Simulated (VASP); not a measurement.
# Ag (Fm-3m) in VASP: single point with PBE

Aim: the single point of Ag with PBE.

Program: VASP 6.6.1. These are calculated values, not measurements. Logs are shortened: lines on timing, memory, paths and dates and some standing lists are left out, and cuts for length are marked.

## 1. The cell of the first run

Symmetry: Fm-3m, No. 225, cubic system. Conventional cell: a = 4.148 Å, b = 4.148 Å, c = 4.148 Å, α = 90.00°, β = 90.00°, γ = 90.00°. Ag (site symmetry m-3m) has 12 Ag at 2.93 Å within 3.9 Å.

## 2. Single point, PBE

INCAR reads:

```
SYSTEM = Ag
ALGO = Normal ; EDIFF = 1E-7
ENCUT = 520 ; GGA = PE
ISIF = 2 ; ISMEAR = -1
LASPH = .TRUE. ; LCHARG = .FALSE.
LREAL = .FALSE. ; LWAVE = .FALSE.
NBANDS = 18 ; NELM = 60
PREC = Accurate ; SIGMA = 0.08
```

KPOINTS reads:

```
k-points
0
G
  14 10 14
  0 0 0
```

POSCAR reads:

```
Ag
1.0
   -2.0742205998      2.0742205998      0.0000000000
    0.0000000000      0.0000000000      4.1484411997
    2.0742205998      2.0742205998      0.0000000000
Ag
2
Direct
    0.0000000000      0.0000000000      0.0000000000
    0.5000000000      0.5000000000      0.5000000000
```

Potentials or basis: VASP PAW PBE potentials, release 64 (Ag).

Run with:

```console
cat potpaw_PBE.64/Ag/POTCAR > POTCAR
mpirun -np 1 vasp_std > vasp.out
```

OUTCAR:

```text
SYSTEM = Ag
   EDIFF = 1E-7
   ENCUT = 520
   GGA = PE
   ISIF = 2
   ISMEAR = -1
   LASPH = .TRUE.
   LREAL = .FALSE.
   NELM = 60
   PREC = Accurate

 ion  position               nearest neighbor table
   1  0.000  0.000  0.000-   2 2.93   2 2.93   2 2.93   2 2.93   2 2.93   2 2.93   2 2.93   2 2.93

   2  0.500  0.500  0.500-   1 2.93   1 2.93   1 2.93   1 2.93   1 2.93   1 2.93   1 2.93   1 2.93

  LATTYP: Found a simple tetragonal cell.
 ALAT       =     2.9333909036
 C/A-ratio  =     1.4142135624

  Lattice vectors:

 A1 = (   2.0742205998,  -2.0742205998,   0.0000000000)
 A2 = (   2.0742205998,   2.0742205998,   0.0000000000)
 A3 = (   0.0000000000,   0.0000000000,   4.1484411997)

Analysis of symmetry for initial positions (statically):
=====================================================================
 Subroutine PRICEL returns following result:

  LATTYP: Found a face centered cubic cell.
 ALAT       =     4.1484411997

  Lattice vectors:

 A1 = (   2.0742205998,   0.0000000000,   2.0742205998)
 A2 = (   2.0742205998,   2.0742205998,   0.0000000000)
 A3 = (   0.0000000000,   2.0742205998,   2.0742205998)

   2 primitive cells build up your supercell.

 Routine SETGRP: Setting up the symmetry group for a
 simple tetragonal supercell.

 Subroutine GETGRP returns: Found 16 space group operations
 (whereof 16 operations were pure point group operations)
 out of a pool of 16 trial point group operations.

The static configuration has the point symmetry D_4h.

Analysis of symmetry for dynamics (positions and initial velocities):
=====================================================================
 Subroutine PRICEL returns following result:

  LATTYP: Found a face centered cubic cell.
 ALAT       =     4.1484411997

  Lattice vectors:

 A1 = (   2.0742205998,   0.0000000000,   2.0742205998)
 A2 = (   2.0742205998,   2.0742205998,   0.0000000000)
 A3 = (   0.0000000000,   2.0742205998,   2.0742205998)

   2 primitive cells build up your supercell.

 Routine SETGRP: Setting up the symmetry group for a
 simple tetragonal supercell.

 Subroutine GETGRP returns: Found 16 space group operations
 (whereof 16 operations were pure point group operations)
 out of a pool of 16 trial point group operations.

The dynamic configuration has the point symmetry D_4h.

 Subroutine INISYM returns: Found 16 space group operations
 (whereof 16 operations are pure point group operations),
 and found     2 'primitive' translations

----------------------------------------------------------------------------------------

                                     Primitive cell

  volume of cell :      17.8482

  direct lattice vectors                    reciprocal lattice vectors
     2.074220600  0.000000000  2.074220600     0.241054399 -0.241054399  0.241054399
     2.074220600  2.074220600  0.000000000     0.241054399  0.241054399 -0.241054399
     0.000000000  2.074220600  2.074220600    -0.241054399  0.241054399  0.241054399

  length of vectors
     2.933390904  2.933390904  2.933390904     0.417518466  0.417518466  0.417518466

  position of ions in fractional coordinates (direct lattice)
     0.000000000  0.000000000  0.000000000

  ion indices of the primitive-cell ions
   primitive index   ion index
                 1           1

----------------------------------------------------------------------------------------

 KPOINTS: k-points

Automatic generation of k-mesh.
 Grid dimensions read from file:
 generate k-points for:   14   10   14

 Generating k-lattice:

  Cartesian coordinates                     Fractional coordinates (reciprocal lattice)
    -0.017218171  0.017218171  0.000000000     0.071428571  0.000000000  0.000000000
     0.000000000  0.000000000  0.024105440     0.000000000  0.100000000  0.000000000
     0.017218171  0.017218171  0.000000000     0.000000000  0.000000000  0.071428571

  Length of vectors
     0.024350171  0.024105440  0.024350171

  Shift w.r.t. Gamma in fractional coordinates (k-lattice)
     0.000000000  0.000000000  0.000000000

 Subroutine IBZKPT returns following result:
 ===========================================

 Found    216 irreducible k-points:

 Following reciprocal coordinates:
            Coordinates               Weight
  0.000000  0.000000  0.000000      1.000000
  0.071429  0.000000  0.000000      4.000000
  0.142857  0.000000  0.000000      4.000000
  0.214286  0.000000  0.000000      4.000000
  0.285714  0.000000  0.000000      4.000000
  0.357143  0.000000  0.000000      4.000000
[... 16 lines left out ...]
  0.428571  0.200000  0.000000      8.000000
  0.500000  0.200000  0.000000      4.000000
 [... further k-points ...]
   k-points           NKPTS =    216   k-points in BZ     NKDIM =    216   number of bands    NBANDS=     18
   number of dos      NEDOS =    301   number of ions     NIONS =      2
   total plane-waves  NPLWV =  18432
   dimension x,y,z NGX =    24 NGY =   32 NGZ =   24
   dimension x,y,z NGXF=    48 NGYF=   64 NGZF=   48
   ions per type =               2
   NGX,Y,Z   is equivalent  to a cutoff of  13.60, 12.82, 13.60 a.u.
   NGXF,Y,Z  is equivalent  to a cutoff of  27.20, 25.65, 27.20 a.u.
 SYSTEM =  Ag
   PREC   = accura    normal or accurate (medium, high low for compatibility)
   ISTART =      0    job   : 0-new  1-cont  2-samecut
   ICHARG =      2    charge: 1-file 2-atom 10-const
   ISPIN  =      1    spin polarized calculation?
   LNONCOLLINEAR =      F non collinear calculations
   LSORBIT =      F    spin-orbit coupling
   LASPH  =      T    aspherical Exc in radial PAW
   ENCUT  =  520.0 eV  38.22 Ry    6.18 a.u.   5.45  7.71  5.45*2*pi/ulx,y,z
   NELM   =     60;   NELMIN=  2; NELMDL= -5     # of ELM steps
   EDIFF  = 0.1E-06   stopping-criterion for ELM
   LREAL  =      F    real-space projection
   EDIFFG = 0.1E-05   stopping-criterion for IOM
   NSW    =      0    number of steps for IOM
   IBRION =     -1    ionic relax: 0-MD 1-quasi-New 2-CG
   NFREE  =      0    steps in history (QN), initial steepest desc. (CG)
   ISIF   =      2    stress and relaxation
   ISYM   =      2    0-nonsym 1-usesym 2-fastsym
   POTIM  = 0.5000    time-step for ionic-motion
   TEBEG  =    0.0;   TEEND  =   0.0 temperature during run
   PSTRESS=    0.0 pullay stress
   NELECT =      22.0000    total number of electrons
   NUPDOWN=      -1.0000    fix difference up-down
   EMIN   =  10.00;   EMAX   =-10.00  energy-range for DOS
   EFERMI =   0.00;   METHOD = LEGACY
   ISMEAR =    -1;   SIGMA  =   0.08  broadening in eV -4-tet -1-fermi 0-gaus
   EFERMI_NEDOS =   21; number of points for ismear=-14 and -15
   IALGO  =     38    algorithm
   IMIX   =      4    mixing-type and parameters
     AMIX     =   0.40;   BMIX     =  1.00
     AMIX_MAG =   1.60;   BMIX_MAG =  1.00
  volume/ion in A,a.u.               =      17.85       120.45
  Fermi-wavevector in a.u.,A,eV,Ry     =   1.393181  2.632730 26.408262  1.940952
  Thomas-Fermi vector in A             =   2.516852
   LORBIT       =      0    0 simple, 1 ext, 2 COOP (PROOUT), +10 PAW based schemes
   GGA     = PE    functional components
   LHFCALC =     F    Hartree Fock is set to
   AEXX    =    0.0000 exact exchange contribution
   IVDW    =     0    specifies the selected vdW correction
   LEPSILON=     F    determine dielectric tensor
   LRPA    =     F    only Hartree local field effects (RPA)
 non-spin polarized calculation
  energy-cutoff  :      520.00
  volume of cell :       35.70
 maximum number of plane-waves:       999
 NGX is ok and might be reduce to    24
   NGX = 11   NGY = 15   NGZ = 11

 number of electron      22.0000013 magnetization

 Free energy of the ion-electron system (eV)
  ---------------------------------------------------
  ext. energy  EPLUGINS =         0.00000000
  ---------------------------------------------------
  free energy    TOTEN  =        -5.44136031 eV

  energy without entropy =       -5.42983337  energy(sigma->0) =       -5.43559684

 E-fermi :   7.8254     XC(G=0): -11.9389

 val. band max:        7.8101937447   @ k =   0.5000   0.0000   0.2143
 cond. band min:       7.8383089779   @ k =   0.5000   0.5000   0.0714
 fundamental gap:      0.0281152332
 Fermi energy:         7.8254359995

 k-point     1 :       0.0000    0.0000    0.0000
  band No.  band energies     occupation
      1       0.3728      2.00000
      2       1.6585      2.00000
      3       1.7831      2.00000
      4       3.1634      2.00000
      5       3.1634      2.00000
      6       3.1648      2.00000
[... 10 lines left out ...]
     17      24.4567      0.00000
     18      24.4760      0.00000

 k-point     2 :       0.0714    0.0000    0.0000
  band No.  band energies     occupation
      1       0.4756      2.00000
      2       1.7085      2.00000
      3       1.8336      2.00000
      4       3.1365      2.00000
      5       3.1879      2.00000
      6       3.2001      2.00000
[... 10 lines left out ...]
     17      24.4331      0.00000
     18      25.3850      0.00000

 k-point     3 :       0.1429    0.0000    0.0000
  band No.  band energies     occupation
      1       0.7736      2.00000
      2       1.8230      2.00000
      3       2.0064      2.00000
      4       3.0633      2.00000
      5       3.2602      2.00000
      6       3.2926      2.00000
[... 10 lines left out ...]
     17      24.3495      0.00000
     18      24.6223      0.00000

 k-point     4 :       0.2143    0.0000    0.0000
  band No.  band energies     occupation
      1       1.2322      2.00000
      2       1.9714      2.00000
      3       2.2913      2.00000
      4       2.9644      2.00000
      5       3.3764      2.00000
      6       3.3932      2.00000
[... 375 lines left out ...]
      4       3.2530      2.00000
      5       3.3698      2.00000
      6       3.6080      2.00000
[... 10 lines left out ...]
     17      22.8986      0.00000
     18      23.9537      0.00000

 k-point    23 :       0.4286    0.2000    0.0000
  band No.  band energies     occupation
      1       2.0313      2.00000
      2       2.2035      2.00000
      3       2.9130      2.00000
      4       3.1532      2.00000
      5       3.3889      2.00000
      6       3.5562      2.00000
[... 10 lines left out ...]
     17      23.7382      0.00000
     18      24.0001      0.00000

 k-point    24 :       0.5000    0.2000    0.0000
  band No.  band energies     occupation
      1       2.1174      2.00000
      2       2.1174      2.00000
      3       3.0282      2.00000
      4       3.0282      2.00000
      5       3.4466      2.00000
      6       3.4466      2.00000
[... 10 lines left out ...]
     17      24.2168      0.00000
     18      24.2168      0.00000

 [... further k-points ...]
[... 5 lines left out ...]
  --------------------------------------------------------------------------------------
  -------------------------------------------------------------------------------------
  Total       -0.0080884     -0.0080884     -0.0892697      0.0000000      0.0000000      0.0000000
  in kB       -0.3630339     -0.3630339     -4.0067290      0.0000000      0.0000000      0.0000000
  external PRESSURE =      -1.5775989 kB  Pullay stress =       0.0000000 kB

 VOLUME and BASIS-vectors are now :
 -----------------------------------------------------------------------------
  energy-cutoff  :      520.00
  volume of cell :       35.70
      direct lattice vectors                 reciprocal lattice vectors
    -2.074220600  2.074220600  0.000000000    -0.241054399  0.241054399  0.000000000
     0.000000000  0.000000000  4.148441200     0.000000000  0.000000000  0.241054399
     2.074220600  2.074220600  0.000000000     0.241054399  0.241054399  0.000000000

 POSITION                                       TOTAL-FORCE (eV/Angst)
 -----------------------------------------------------------------------------------
      0.00000      0.00000      0.00000        -0.000000      0.000000      0.000000
      0.00000      2.07422      2.07422         0.000000     -0.000000      0.000000
 -----------------------------------------------------------------------------------
    total drift:                               -0.000000     -0.000000      0.000000

  FREE ENERGIE OF THE ION-ELECTRON SYSTEM (eV)
  ---------------------------------------------------
  free  energy   TOTEN  =        -5.4413603110 eV

  energy  without entropy=       -5.4298333693  energy(sigma->0) =       -5.43559684
```

Wall time 45 s (1 thread of Intel Xeon 6975P-C, shared host); peak memory 0.24 GiB.

What came out:

```
Free energy            : -5.4414 eV
Pressure               : -0.2 GPa
Band gap on the k mesh : zero (band 11 reaches 13.60 eV, above the bottom of band 12 at 4.46 eV)
```
